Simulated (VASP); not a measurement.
Here is a VASP 6.6.1 calculation.

INCAR

```
PREC = Accurate
ENCUT = 520
EDIFF = 1E-6
ISMEAR = 0
SIGMA = 0.15
LREAL = False
LASPH = True
NELM = 80
ALGO = Fast
ISIF = 2
LWAVE = False
LCHARG = False
GGA = PS
NBANDS = 11
```

The input KPOINTS:

```
regular mesh
0
Gamma
  26 26 26
```

The input POSCAR:

```
Pt
1.0
    0.0000000000      1.9590303455      1.8610788282
    1.9590303455      0.0000000000      1.8610788282
    1.9590303455      1.9590303455      0.0000000000
Pt
1
Direct
    0.0000000000      0.0000000000      0.0000000000
```

Potentials or basis: VASP PAW PBE potentials, release 64 (Pt).

Launch:

```sh
$ cat potpaw_PBE.64/Pt/POTCAR > POTCAR
$ mpirun -np 1 vasp_std > vasp.out
```

Task: Predict the pressure.

Result: 16.9 GPa.

Task: What does it give for the band gap on the k mesh?

Result: Zero (bands 5 and 6 overlap by 2.72 eV).

Stress tensor (GPa, compression positive):
```
15.14  0.00  0.00
 0.00 15.14  0.00
 0.00  0.00 20.51
```

Caveat: the cell differs from its parent crystal (strain +0.000 along x and y, -0.050 along z); the cell stands under pressure; the PAW data sets were made with another functional, which shifts forces and pressure a little; spin-orbit coupling is left out, which moves the levels of the heavy elements.
